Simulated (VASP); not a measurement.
# MnPt2 (P-3m1) in VASP: notebook

The runs below take MnPt2 through single point, with RPBE+D3(BJ), LDA.

All numbers are computed with VASP 6.6.1; they aren't measurements. Logs are shortened: lines on timing, memory, paths and dates and some standing lists are left out, and cuts for length are marked.

## (1) The cell of the first run

The structure is trigonal, space group P-3m1 (No. 164). The conventional cell has a = 2.648 Å, b = 2.648 Å, c = 6.371 Å, α = 90.00°, β = 90.00°, γ = 120.00°. Pt (site symmetry 3m) has 3 Mn at 2.55 Å and 9 Pt at 2.65 to 2.74 Å within 3.4 Å. Mn (site symmetry -3m) has 6 Pt at 2.55 Å and 6 Mn at 2.65 Å within 3.4 Å.

## (2) Single point, RPBE+D3(BJ), collinear spin, ferromagnetic start

Input file INCAR:

```
SYSTEM = MnPt2
ALGO = Normal
EDIFF = 1E-7
ENCUT = 520
GGA = RP
ISIF = 2
ISMEAR = -1
ISPIN = 2
IVDW = 12
LASPH = .True.
LCHARG = .True.
LELF = .True.
LMAXMIX = 4
LORBIT = 11
LREAL = .False.
LVHAR = .True.
LWAVE = .False.
MAGMOM = 0 0 4
NBANDS = 28
NELM = 150
PREC = Accurate
SIGMA = 0.05
```

Input file KPOINTS:

```
k-points
0
Gamma
  11 11 4
  0 0 0
```

Input file POSCAR:

```
MnPt2
1.0
    2.6475294908      0.0000000000      0.0000000000
   -1.3237647454      2.2928277963      0.0000000000
    0.0000000000      0.0000000000      6.3705895229
Pt Mn
2 1
Direct
    0.6666666667      0.3333333333      0.3213655904
    0.3333333333      0.6666666667      0.6786344096
    0.0000000000      0.0000000000      0.0000000000
```

Potentials or basis: VASP PAW PBE potentials, release 64 (Pt, Mn_pv).

Launch:

```sh
$ cat potpaw_PBE.64/Pt/POTCAR potpaw_PBE.64/Mn_pv/POTCAR > POTCAR
$ mpirun -np 1 vasp_std > vasp.out
```

OUTCAR:

```text
SYSTEM = MnPt2
   EDIFF = 1E-7
   ENCUT = 520
   GGA = RP
   ISIF = 2
   ISMEAR = -1
   ISPIN = 2
   IVDW = 12
   LASPH = .True.
   LORBIT = 11
   LREAL = .False.
   NELM = 150
   PREC = Accurate
 IVDW          = 12

 ion  position               nearest neighbor table
   1  0.667  0.333  0.321-   3 2.55   3 2.55   3 2.55   2 2.74   2 2.74   2 2.74
   2  0.333  0.667  0.679-   3 2.55   3 2.55   3 2.55   1 2.74   1 2.74   1 2.74
   3  0.000  0.000  0.000-   1 2.55   2 2.55   2 2.55   1 2.55   1 2.55   2 2.55

  LATTYP: Found a hexagonal cell.
 ALAT       =     2.6475294908
 C/A-ratio  =     2.4062393054

  Lattice vectors:

 A1 = (   2.6475294908,   0.0000000000,   0.0000000000)
 A2 = (  -1.3237647454,   2.2928277963,   0.0000000000)
 A3 = (   0.0000000000,   0.0000000000,   6.3705895229)

Analysis of symmetry for initial positions (statically):
=====================================================================
 Subroutine PRICEL returns:
 Original cell was already a primitive cell.

 Routine SETGRP: Setting up the symmetry group for a
 hexagonal supercell.

 Subroutine GETGRP returns: Found 12 space group operations
 (whereof 12 operations were pure point group operations)
 out of a pool of 24 trial point group operations.

The static configuration has the point symmetry D_3d.

Analysis of symmetry for dynamics (positions and initial velocities):
=====================================================================
 Subroutine PRICEL returns:
 Original cell was already a primitive cell.

 Routine SETGRP: Setting up the symmetry group for a
 hexagonal supercell.

 Subroutine GETGRP returns: Found 12 space group operations
 (whereof 12 operations were pure point group operations)
 out of a pool of 24 trial point group operations.

The dynamic configuration has the point symmetry D_3d.

Analysis of structural, dynamic, and magnetic symmetry:
=====================================================================
 Subroutine PRICEL returns:
 Original cell was already a primitive cell.

 Routine SETGRP: Setting up the symmetry group for a
 hexagonal supercell.

 Subroutine GETGRP returns: Found 12 space group operations
 (whereof 12 operations were pure point group operations)
 out of a pool of 24 trial point group operations.

The overall configuration has the point symmetry D_3d.

 Subroutine INISYM returns: Found 12 space group operations
 (whereof 12 operations are pure point group operations),
 and found     1 'primitive' translations

----------------------------------------------------------------------------------------

                                     Primitive cell

  volume of cell :      38.6716

  direct lattice vectors                    reciprocal lattice vectors
     2.647529491  0.000000000  0.000000000     0.377710618  0.218071327  0.000000000
    -1.323764745  2.292827796  0.000000000     0.000000000  0.436142654  0.000000000
     0.000000000  0.000000000  6.370589523     0.000000000  0.000000000  0.156971344

  length of vectors
     2.647529491  2.647529491  6.370589523     0.436142654  0.436142654  0.156971344

  position of ions in fractional coordinates (direct lattice)
     0.666666667  0.333333333  0.321365590
     0.333333333  0.666666667  0.678634410
     0.000000000  0.000000000  0.000000000

  ion indices of the primitive-cell ions
   primitive index   ion index
                 1           1
                 2           2
                 3           3

----------------------------------------------------------------------------------------

 KPOINTS: k-points

Automatic generation of k-mesh.
 Grid dimensions read from file:
 generate k-points for:   11   11    4

 Generating k-lattice:

  Cartesian coordinates                     Fractional coordinates (reciprocal lattice)
     0.034337329  0.019824666  0.000000000     0.090909091  0.000000000  0.000000000
     0.000000000  0.039649332  0.000000000     0.000000000  0.090909091  0.000000000
     0.000000000  0.000000000  0.039242836     0.000000000  0.000000000  0.250000000

  Length of vectors
     0.039649332  0.039649332  0.039242836

  Shift w.r.t. Gamma in fractional coordinates (k-lattice)
     0.000000000  0.000000000  0.000000000

 Subroutine IBZKPT returns following result:
 ===========================================

 Found     58 irreducible k-points:

 Following reciprocal coordinates:
            Coordinates               Weight
  0.000000  0.000000  0.000000      1.000000
  0.090909 -0.000000  0.000000      6.000000
  0.181818  0.000000  0.000000      6.000000
  0.272727  0.000000  0.000000      6.000000
  0.363636  0.000000  0.000000      6.000000
  0.454545  0.000000  0.000000      6.000000
[... 16 lines left out ...]
  0.000000  0.272727  0.250000      6.000000
  0.363636  0.000000  0.250000      6.000000
 [... further k-points ...]
   k-points           NKPTS =     58   k-points in BZ     NKDIM =     58   number of bands    NBANDS=     28
   number of dos      NEDOS =    301   number of ions     NIONS =      3
   total plane-waves  NPLWV =  19200
   dimension x,y,z NGX =    20 NGY =   20 NGZ =   48
   dimension x,y,z NGXF=    40 NGYF=   40 NGZF=   96
   ions per type =               2   1
   NGX,Y,Z   is equivalent  to a cutoff of  12.56, 12.56, 12.53 a.u.
   NGXF,Y,Z  is equivalent  to a cutoff of  25.12, 25.12, 25.05 a.u.
 SYSTEM =  MnPt2
   PREC   = accura    normal or accurate (medium, high low for compatibility)
   ISTART =      0    job   : 0-new  1-cont  2-samecut
   ICHARG =      2    charge: 1-file 2-atom 10-const
   ISPIN  =      2    spin polarized calculation?
   LNONCOLLINEAR =      F non collinear calculations
   LSORBIT =      F    spin-orbit coupling
   LASPH  =      T    aspherical Exc in radial PAW
   ENCUT  =  520.0 eV  38.22 Ry    6.18 a.u.   4.92  4.92 11.85*2*pi/ulx,y,z
   NELM   =    150;   NELMIN=  2; NELMDL= -5     # of ELM steps
   EDIFF  = 0.1E-06   stopping-criterion for ELM
   LREAL  =      F    real-space projection
   EDIFFG = 0.1E-05   stopping-criterion for IOM
   NSW    =      0    number of steps for IOM
   IBRION =     -1    ionic relax: 0-MD 1-quasi-New 2-CG
   NFREE  =      0    steps in history (QN), initial steepest desc. (CG)
   ISIF   =      2    stress and relaxation
   ISYM   =      2    0-nonsym 1-usesym 2-fastsym
   POTIM  = 0.5000    time-step for ionic-motion
   TEBEG  =    0.0;   TEEND  =   0.0 temperature during run
   PSTRESS=    0.0 pullay stress
   NELECT =      33.0000    total number of electrons
   NUPDOWN=      -1.0000    fix difference up-down
   EMIN   =  10.00;   EMAX   =-10.00  energy-range for DOS
   EFERMI =   0.00;   METHOD = LEGACY
   ISMEAR =    -1;   SIGMA  =   0.05  broadening in eV -4-tet -1-fermi 0-gaus
   EFERMI_NEDOS =   21; number of points for ismear=-14 and -15
   IALGO  =     38    algorithm
   IMIX   =      4    mixing-type and parameters
     AMIX     =   0.40;   BMIX     =  1.00
     AMIX_MAG =   1.60;   BMIX_MAG =  1.00
  volume/ion in A,a.u.               =      12.89        86.99
  Fermi-wavevector in a.u.,A,eV,Ry     =   1.552800  2.934367 32.806202  2.411188
  Thomas-Fermi vector in A             =   2.657123
   LORBIT       =     11    0 simple, 1 ext, 2 COOP (PROOUT), +10 PAW based schemes
   GGA     = RP    functional components
   LHFCALC =     F    Hartree Fock is set to
   AEXX    =    0.0000 exact exchange contribution
   IVDW    =    12    specifies the selected vdW correction
   LEPSILON=     F    determine dielectric tensor
   LRPA    =     F    only Hartree local field effects (RPA)
 spin polarized calculation
  energy-cutoff  :      520.00
  volume of cell :       38.67
 maximum number of plane-waves:      1059
   NGX =  9   NGY =  9   NGZ = 23

 number of electron      32.9999997 magnetization       3.0933694

 Free energy of the ion-electron system (eV)
  ---------------------------------------------------
  ext. energy  EPLUGINS =         0.00000000
  ---------------------------------------------------
  free energy    TOTEN  =       -19.11894982 eV

  energy without entropy =      -19.08899809  energy(sigma->0) =      -19.10397396

 E-fermi :  12.6527     XC(G=0): -13.8659

 val. band max:       12.6475826503   @ k =   0.4545   0.0000   0.2500
 cond. band min:      12.6572291193   @ k =   0.2727   0.0909   0.5000
 fundamental gap:      0.0096464690
 Fermi energy:        12.6526785327

 spin component 1

 k-point     1 :       0.0000    0.0000    0.0000
  band No.  band energies     occupation
      1     -36.8024      1.00000
      2     -36.4805      1.00000
      3     -36.4805      1.00000
      4       1.6118      1.00000
      5       3.7353      1.00000
      6       5.7761      1.00000
[... 20 lines left out ...]
     27      33.4640      0.00000
     28      33.4640      0.00000
[... 683 lines left out ...]
 k-point    24 :       0.3636    0.0000    0.2500
  band No.  band energies     occupation
      1     -36.7688      1.00000
      2     -36.7255      1.00000
      3     -36.5394      1.00000
      4       4.4629      1.00000
      5       4.9302      1.00000
      6       5.4861      1.00000
[... 20 lines left out ...]
     27      27.4146      0.00000
     28      28.7068      0.00000

 [... further k-points ...]

 spin component 2

 k-point     1 :       0.0000    0.0000    0.0000
  band No.  band energies     occupation
      1     -33.9031      1.00000
      2     -33.5692      1.00000
      3     -33.5692      1.00000
      4       1.7369      1.00000
      5       3.8137      1.00000
      6       6.1815      1.00000
[... 20 lines left out ...]
     27      33.6992      0.00000
     28      33.6992      0.00000
[... 683 lines left out ...]
 k-point    24 :       0.3636    0.0000    0.2500
  band No.  band energies     occupation
      1     -33.8648      1.00000
      2     -33.8410      1.00000
      3     -33.6338      1.00000
      4       4.6170      1.00000
      5       5.0735      1.00000
      6       5.6823      1.00000
[... 20 lines left out ...]
     27      27.7419      0.00000
     28      28.8808      0.00000

 [... further k-points ...]

------------------------ aborting loop because EDIFF is reached ----------------------------------------

 Edisp (eV)  -11.26519

 E8    (eV) :    -7.6145

  FORCE on cell =-STRESS in cart. coord.  units (eV):
  Direction    XX          YY          ZZ          XY          YZ          ZX
  --------------------------------------------------------------------------------------
  -------------------------------------------------------------------------------------
  Total      -0.08644    -0.08644    -0.00912     0.00000     0.00000    -0.00000
  in kB      -3.58118    -3.58118    -0.37787     0.00000     0.00000    -0.00000
  external pressure =       -2.51 kB  Pullay stress =        0.00 kB

 VOLUME and BASIS-vectors are now :
 -----------------------------------------------------------------------------
  energy-cutoff  :      520.00
  volume of cell :       38.67
      direct lattice vectors                 reciprocal lattice vectors
     2.647529491  0.000000000  0.000000000     0.377710618  0.218071327  0.000000000
    -1.323764745  2.292827796  0.000000000     0.000000000  0.436142654  0.000000000
     0.000000000  0.000000000  6.370589523     0.000000000  0.000000000  0.156971344

 POSITION                                       TOTAL-FORCE (eV/Angst)
 -----------------------------------------------------------------------------------
      1.32376      0.76428      2.04729        -0.000000     -0.000000      0.025756
     -0.00000      1.52855      4.32330         0.000000      0.000000     -0.025756
      0.00000      0.00000      0.00000        -0.000000      0.000000      0.000000
 -----------------------------------------------------------------------------------
    total drift:                                0.000000     -0.000000      0.000000

  FREE ENERGIE OF THE ION-ELECTRON SYSTEM (eV)
  ---------------------------------------------------
  free  energy   TOTEN  =       -30.3841408253 eV

  energy  without entropy=      -30.3541891001  energy(sigma->0) =      -30.36916496

 total charge

# of ion       s       p       d       tot
------------------------------------------
    1        0.754   0.789   8.150   9.693
    2        0.754   0.789   8.150   9.693
    3        0.357   6.335   5.113  11.804
--------------------------------------------------
tot          1.865   7.914  21.413  31.191

 magnetization (x)

# of ion       s       p       d       tot
------------------------------------------
    1       -0.013  -0.002   0.169   0.154
    2       -0.013  -0.002   0.169   0.154
    3        0.006   0.022   2.657   2.684
--------------------------------------------------
tot         -0.020   0.018   2.995   2.993
```

It took 2.6 min on 1 thread of Intel Xeon Platinum 8259CL at 2.50GHz (Skylake/Cascade Lake), shared host; peak memory 0.24 GiB.

What came out:

```yaml
Free_energy: -30.3841 eV
Pressure: -0.3 GPa
Largest_force: 0.026 eV/Å
Net_moment: 3.09 μB per cell
Site_moments: Pt +0.15; Mn +2.68 μB
Valence_electrons_inside_the_program's_atomic_spheres: Pt 9.69; Mn 11.80
Dispersion_energy_per_atom: -3.755 eV
```

Forces in eV/Å, atoms in the order of the input:
```
Pt   0.000  0.000  0.026
Pt   0.000  0.000 -0.026
Mn   0.000  0.000  0.000
```

Caveat: the PAW data sets were made with another functional, which shifts forces and pressure a little; spin-orbit coupling is left out, which moves the levels of the heavy elements.

## (3) Single point, LDA, collinear spin, ferromagnetic start (14.48 Å³/atom)

This run uses another cell than the first one, of 14.48 Å³/atom.

Input file INCAR:

```
  PREC = Accurate
  ENCUT = 520
  EDIFF = 1E-7
  ISMEAR = -1
  SIGMA = 0.05
  LREAL = False
  LASPH = True
  NELM = 150
  ALGO = Fast
  ISIF = 2
  LWAVE = False
  LCHARG = True
  ISPIN = 2
  MAGMOM = 0 0 4
  LORBIT = 11
  LMAXMIX = 4
  LELF = True
  LVHAR = True
  NBANDS = 28
```

Input file KPOINTS:

```
regular mesh
0
Gamma
  11 11 4
```

Input file POSCAR:

```
MnPt2
1.0
    2.8000532941      0.0000000000      0.0000000000
   -1.4000266470      2.4249172847      0.0000000000
    0.0000000000      0.0000000000      6.3991501735
Pt Mn
2 1
Direct
    0.6666666667      0.3333333333      0.3162060000
    0.3333333333      0.6666666667      0.6837940000
    0.0000000000      0.0000000000      0.0000000000
```

Potentials or basis: VASP PAW LDA potentials, release 64 (Pt, Mn_pv).

Launch:

```sh
$ cat potpaw_LDA.64/Pt/POTCAR potpaw_LDA.64/Mn_pv/POTCAR > POTCAR
$ mpirun -np 1 vasp_std > vasp.out
```

Wall time 4.5 min (1 thread of Intel Xeon 8259CL, shared host); peak memory 0.24 GiB.

Results (log left out):

```
Free energy                                           : -25.1538 eV
Pressure                                              : -6.7 GPa
Largest force                                         : 0.010 eV/Å
Net moment                                            : 3.70 μB per cell
Site moments                                          : Pt +0.20; Mn +3.13 μB
Valence electrons inside the program's atomic spheres : Pt 9.35; Mn 11.68
```

Forces on the atoms (eV/Å):
```
Pt   0.000  0.000 -0.010
Pt   0.000  0.000  0.010
Mn   0.000  0.000  0.000
```

Stress tensor (GPa, compression positive):
```
-8.89  0.00  0.00
 0.00 -8.89  0.00
 0.00  0.00 -2.46
```

Levels at points of the mesh, in eV from the Fermi level:
Spin up:
| k point | band 15 | band 16 | band 17 | band 18 | band 19 | band 20 | band 21 | band 22 |
| --- | --- | --- | --- | --- | --- | --- | --- | --- |
| (0.00, 0.00, 0.00) | -1.94 | -1.28 | -1.28 | -1.17 | -1.17 | -0.54 | -0.54 | 10.58 |
| (0.00, 0.00, 0.50) | -1.93 | -1.93 | -1.40 | -1.40 | 0.11 | 0.11 | 0.20 | 6.72 |
Spin down:
| k point | band 12 | band 13 | band 14 | band 15 | band 16 | band 17 | band 18 | band 19 |
| --- | --- | --- | --- | --- | --- | --- | --- | --- |
| (0.00, 0.00, 0.00) | -2.50 | -2.15 | -2.15 | -1.06 | -1.06 | 0.20 | 0.97 | 0.97 |
| (0.00, 0.00, 0.50) | -1.80 | -1.80 | -1.68 | -1.68 | -0.23 | 0.50 | 1.01 | 1.01 |

Caveat: the cell stands under tension; spin-orbit coupling is left out, which moves the levels of the heavy elements.
